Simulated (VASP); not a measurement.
ZnCu: single point with PBE

The system is ZnCu.

```xyz
2
Lattice="2.9453 0.0000 0.0000 0.0000 2.9453 0.0000 0.0000 0.0000 2.9453" Properties=species:S:1:pos:R:3 pbc="T T T"
Zn    1.4727    1.4727    1.4727
Cu    0.0000    0.0000    0.0000
```

```json
{
 "Program": "VASP 6.6.1",
 "Task": "single point",
 "Functional": "PBE",
 "Potentials or basis": "VASP PAW PBE potentials, release 64 (Zn, Cu)",
 "Cutoff": "520 eV",
 "k mesh": "12 × 12 × 12",
 "Occupations": "gaussian, width 0.05 eV",
 "Spin": "no spin polarisation",
 "Dipole correction": "no",
 "Further INCAR settings": "ALGO = Normal; EDIFF = 1e-06; NBANDS = 18"
}
```

- Pressure: 2.9 GPa
- Band gap on the k mesh: zero (an odd number of electrons rules out a gap without spin polarisation)

Levels at points of the mesh, in eV from the Fermi level:
```csv
k point,band 8,band 9,band 10,band 11,band 12,band 13,band 14,band 15
"(0.00, 0.00, 0.00)",-3.49,-2.65,-2.65,-2.65,6.32,6.32,6.32,11.34
"(0.50, 0.00, 0.00)",-3.61,-3.19,-3.19,-2.72,-1.92,11.79,11.79,12.43
"(0.50, 0.50, 0.00)",-2.80,-2.80,-2.41,-1.80,-1.80,1.84,2.19,14.02
"(0.50, 0.50, 0.50)",-4.20,-2.39,-2.39,3.94,4.43,4.43,4.43,4.60
```

Run time: 18 s on 1 thread of Intel(R) Xeon(R) Platinum 8375C CPU @ 2.90GHz (Ice Lake), with other jobs on the host, peak memory 0.16 GiB.
